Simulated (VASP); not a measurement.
Wanted: the native input for a VASP 6.6.1 run.

```
Task                   : single point
Functional             : PBEsol
Potentials or basis    : VASP PAW PBE potentials, release 64 (Hf_pv, O)
Cutoff                 : 520 eV
k mesh                 : 6 × 6 × 6
Occupations            : gaussian, width 0.02 eV
Spin                   : no spin polarisation
Dipole correction      : no
Further INCAR settings : ALGO = Normal; EDIFF = 1e-06; NBANDS = 56
```

The structure of HfO2 lies in POSCAR:

```
HfO2
1.0
    5.2288996088      0.0000000000      0.0000000000
    0.0000000000      5.0179112762      0.0000000000
    0.0000000000      0.0000000000      5.0422344765
Hf O
4 8
Direct
    0.0328973843      0.2675508106      0.2423146521
    0.4671026157      0.2675508106      0.7423146521
    0.5328973843      0.7324491894      0.2423146521
    0.9671026157      0.7324491894      0.7423146521
    0.3680101233      0.0717081609      0.3798965444
    0.1319898767      0.0717081609      0.8798965444
    0.7339736351      0.4596882438      0.4907888034
    0.7660263649      0.4596882438      0.9907888034
    0.2660263649      0.5403117562      0.9907888034
    0.2339736351      0.5403117562      0.4907888034
    0.8680101233      0.9282918391      0.3798965444
    0.6319898767      0.9282918391      0.8798965444
```

These files were run (other wordings do the same):

INCAR

```
SYSTEM = HfO2
PREC = Accurate
ENCUT = 520
EDIFF = 1E-6
ISMEAR = 0
SIGMA = 0.02
LREAL = .FALSE.
LASPH = .TRUE.
NELM = 100
ALGO = Normal
ISIF = 2
LWAVE = .FALSE.
LCHARG = .FALSE.
GGA = PS
NBANDS = 56
```

KPOINTS

```
regular mesh
0
G
  6 6 6
  0 0 0
```

Potentials or basis: VASP PAW PBE potentials, release 64 (Hf_pv, O).

Run with:

```console
$ cat potpaw_PBE.64/Hf_pv/POTCAR potpaw_PBE.64/O/POTCAR > POTCAR
$ mpirun -np 1 vasp_std > vasp.out
```

Results of the run:

```
Pressure               : -3.2 GPa
Largest force          : 0.063 eV/Å
Band gap on the k mesh : 4.31 eV (least direct gap 4.54 eV)
```

Caveat: the cell stands under tension; the PAW data sets were made with another functional, which shifts forces and pressure a little; spin-orbit coupling is left out, which moves the levels of the heavy elements.

Run time: 13 min on 1 thread of Intel Xeon 8259CL, with other jobs on the host, peak memory 0.47 GiB.
